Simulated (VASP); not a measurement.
Input of a VASP 6.6.1 run:

Contents of INCAR:

```
SYSTEM = Ru
PREC     = Accurate       ! precision mode
ENCUT    = 500            ! plane-wave cutoff, eV
EDIFF    = 1E-6           ! SCF threshold, eV
ISMEAR   = -1             ! smearing method
SIGMA    = 0.1            ! smearing width, eV
LREAL    = .False.        ! projectors in reciprocal space
LASPH    = .True.         ! aspherical terms in the spheres
NELM     = 120            ! most SCF steps
ALGO     = Normal         ! electronic algorithm
ISIF     = 2              ! what is computed and relaxed
LWAVE    = .False.        ! write WAVECAR
LCHARG   = .False.        ! write CHGCAR
GGA      = PE             ! functional
NBANDS   = 36             ! bands
GGA_COMPAT= .False.
```

Contents of KPOINTS:

```
regular mesh
0
Gamma
  2 2 2
  0 0 0
```

POSCAR

```
Ru
1.0
    3.8113225200      0.0000000000      0.0000000000
    0.0000000000      3.8113225200      0.0000000000
    0.0000000000      0.0000000000      3.8113225200
Ru
4
Direct
    0.5000000000      0.5000000000      0.0000000000
    0.0000000000      0.0000000000      0.0000000000
    0.5000000000      0.0000000000      0.5000000000
    0.0000000000      0.5000000000      0.5000000000
```

Potentials or basis: VASP PAW PBE potentials, release 64 (Ru_pv).

Command:

```sh
$ cat potpaw_PBE.64/Ru_pv/POTCAR > POTCAR
$ mpirun -np 1 vasp_std > vasp.out
```

Q: Estimate the pressure.

A: 1.0 GPa.

Q: Predict the band gap on the k mesh.

A: Zero (band 28 reaches 14.71 eV, above the bottom of band 29 at 12.02 eV).

Caveat: the k points lie up to 0.82 Å⁻¹ apart.
